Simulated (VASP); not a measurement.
Write the native input for VASP 6.6.1 that does the following.

```
Task                   : single point
Functional             : r2SCAN
Potentials or basis    : VASP PAW PBE potentials, release 64 (Na_pv, F)
Cutoff                 : 520 eV
k mesh                 : 8 × 8 × 8
Occupations            : gaussian, width 0.05 eV
Spin                   : no spin polarisation
Dipole correction      : no
Further INCAR settings : ALGO = Normal; EDIFF = 1e-06; NBANDS = 14
```

Crystal: NaF.

```
CELL_PARAMETERS angstrom
0.00000 2.10561 2.32330
2.54099 0.00000 2.32330
2.54099 2.10561 0.00000
ATOMIC_POSITIONS crystal
Na 0.00000 0.00000 0.00000
F 0.50000 0.50000 0.50000
```

This cell differs from its parent crystal: strain +0.0937 x Voigt [1, -1, 0, 0, 0, 0].

One way to write it, as run:

POSCAR

```
NaF
1.0
    0.0000000000      2.1056067900      2.3233000000
    2.5409932100      0.0000000000      2.3233000000
    2.5409932100      2.1056067900      0.0000000000
Na F
1 1
Direct
    0.0000000000      0.0000000000      0.0000000000
    0.5000000000      0.5000000000      0.5000000000
```

INCAR.step1

```
PREC = Accurate
ENCUT = 520
ISMEAR = 0
SIGMA = 0.05
LREAL = False
LASPH = True
NELM = 100
NBANDS = 14
GGA = PE
ALGO = Normal
EDIFF = 1E-4
LWAVE = True
LCHARG = False
```

INCAR.step2

```
PREC = Accurate
ENCUT = 520
EDIFF = 1E-6
ISMEAR = 0
SIGMA = 0.05
LREAL = False
LASPH = True
NELM = 100
ALGO = Normal
ISIF = 2
LWAVE = False
LCHARG = False
METAGGA = R2SCAN
LMIXTAU = True
NBANDS = 14
ISTART = 1
```

KPOINTS

```
Automatic mesh
0
Gamma
  8 8 8
```

Potentials or basis: VASP PAW PBE potentials, release 64 (Na_pv, F).

Run with:

```sh
$ cat potpaw_PBE.64/Na_pv/POTCAR potpaw_PBE.64/F/POTCAR > POTCAR
$ cp INCAR.step1 INCAR
$ mpirun -np 1 vasp_std > vasp.out
$ cp INCAR.step2 INCAR
$ mpirun -np 1 vasp_std > vasp.out
```

Results of the run:

The pressure is 1.9 GPa and the band gap on the k mesh is 7.08 eV.

Caveat: the cell differs from its parent crystal (strain +0.0937 x Voigt [1, -1, 0, 0, 0, 0]); the PAW data sets were made with another functional, which shifts forces and pressure a little.

It took 120 s on 1 thread of Intel Xeon 8259CL, on a shared host, peak memory 0.16 GiB.
